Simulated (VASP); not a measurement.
Write the native input for VASP 6.6.1 that does the following.

```
Task                   : single point
Functional             : PBE
Potentials or basis    : VASP PAW PBE potentials, release 64 (Ga_d, Sb)
Cutoff                 : 520 eV
k mesh                 : 6 × 6 × 6
Occupations            : fermi-dirac, width 0.02 eV
Spin                   : no spin polarisation
Dipole correction      : no
Further INCAR settings : ALGO = Normal; EDIFF = 1e-06; NBANDS = 16
```

The structure of GaSb lies in POSCAR:

```
GaSb
1.0
    0.0000000000      3.0590000000      3.0590000000
    3.0590000000      0.0000000000      3.0590000000
    3.0590000000      3.0590000000      0.0000000000
Ga Sb
1 1
Direct
    0.0000000000      0.0000000000      0.0000000000
    0.2500000000      0.2500000000      0.2500000000
```

One way to write it, as run:

INCAR

```
ALGO = Normal
EDIFF = 1E-6
ENCUT = 520
GGA = PE
ISIF = 2
ISMEAR = -1
LASPH = True
LCHARG = False
LREAL = False
LWAVE = False
NBANDS = 16
NELM = 60
PREC = Accurate
SIGMA = 0.02
```

KPOINTS

```
k-points
0
Gamma
  6 6 6
```

Potentials or basis: VASP PAW PBE potentials, release 64 (Ga_d, Sb).

Command:

```bash
$ cat potpaw_PBE.64/Ga_d/POTCAR potpaw_PBE.64/Sb/POTCAR > POTCAR
$ mpirun -np 1 vasp_std > vasp.out
```

It gave:

```json
{"Pressure": "2.4 GPa", "Band gap on the k mesh": "0.03 eV, direct"}
```

Caveat: spin-orbit coupling is left out, which moves the levels of the heavy elements.

Wall time 15 s on 1 thread of Intel(R) Xeon(R) Platinum 8488C (Sapphire Rapids), on a shared host, peak memory 0.18 GiB.
